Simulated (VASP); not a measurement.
Input of a VASP 6.6.1 run:

INCAR

```
SYSTEM = TaN
PREC = Accurate ; ENCUT = 520
EDIFF = 1E-8 ; ISMEAR = -1
SIGMA = 0.02 ; LREAL = .False.
LASPH = .True. ; NELM = 120
ALGO = Normal ; ISIF = 2
LWAVE = .False. ; LCHARG = .False.
LEFG = .True. ; NBANDS = 16
GGA_COMPAT = .False.
```

The input KPOINTS:

```
Automatic mesh
0
Gamma
  12 12 10
  0 0 0
```

File POSCAR:

```
TaN
1.0
    2.9673788470      0.0000000000      0.0000000000
   -1.4836894235      2.5698254642      0.0000000000
    0.0000000000      0.0000000000      2.8830000000
Ta N
1 1
Direct
    0.3333333333      0.6666666667      0.5000000000
    0.0000000000      0.0000000000      0.0000000000
```

Potentials or basis: VASP PAW LDA potentials, release 64 (Ta_sv_GW, N).

Launch:

```bash
$ cat potpaw_LDA.64/Ta_sv_GW/POTCAR potpaw_LDA.64/N/POTCAR > POTCAR
$ mpirun -np 1 vasp_std > vasp.out
```

Problem. Estimate the pressure.

Solution. -16.9 GPa.

Problem. Estimate the band gap on the k mesh.

Solution. Zero (bands 9 and 10 overlap by 0.46 eV).

Stress tensor (GPa, compression positive):
```
-18.22   0.00   0.00
  0.00 -18.22   0.00
  0.00   0.00 -14.37
```

Caveat: the cell differs from its parent crystal (equal xx and yy strain of +1 %); the cell stands under tension; without QUAD_EFG the Cq values of the log hold for a quadrupole moment of 1 mb, not for the nuclei; spin-orbit coupling is left out, which moves the levels of the heavy elements.
